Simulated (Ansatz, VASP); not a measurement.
# Al2O3 in VASP and in Ansatz

```
CELL_PARAMETERS angstrom
4.53638 0.00000 0.00000
0.00000 9.80098 0.00000
0.00000 0.00000 2.99543
ATOMIC_POSITIONS crystal
Al 0.41496 0.33080 0.50000
Al 0.58504 0.66920 0.50000
Al 0.91496 0.16920 0.00000
Al 0.08504 0.83080 0.00000
O 0.73265 0.22260 0.50000
O 0.00000 0.00000 0.00000
O 0.76735 0.72260 0.00000
O 0.23265 0.27740 0.00000
O 0.26735 0.77740 0.50000
O 0.50000 0.50000 0.50000
```

Change from the starting cell: strain -0.0200 x Voigt [1, -1, 0, 0, 0, 0], atoms carried along.

Alike in both runs: task single point; functional r2SCAN; k mesh 6 × 4 × 8; occupations gaussian, width 0.05 eV; no spin polarisation.

|  | VASP | Ansatz |
| --- | --- | --- |
| version | VASP 6.6.1 | Ansatz 0.2.0 |
| potentials or method | VASP PAW PBE potentials, release 64 (Al, O), cutoff 520 eV | scalar-relativistic, plane waves, PAW |
| valence electrons in the cell | 48 | 48 |

Ansatz gave:

```
gap on the k mesh at the Fermi level (eV)                     : 3.91
least direct gap on the mesh (eV)                             : 3.91
pressure (GPa)                                                : -1.1
traceless stress, the component that is largest in VASP (GPa) : -5.81
rms of the force components (eV/Å)                            : 0.336
```

Problem. Which values does VASP return?

Solution. gap on the k mesh at the Fermi level (eV): 3.91; least direct gap on the mesh (eV): 3.91; pressure (GPa): -1.2; traceless stress, the component that is largest in VASP (GPa): -5.60; rms of the force components (eV/Å): 0.322.

VASP's potentials were made for PBE, not for r2SCAN. Atom by atom the forces differ by 0.014 eV/Å (rms over components).
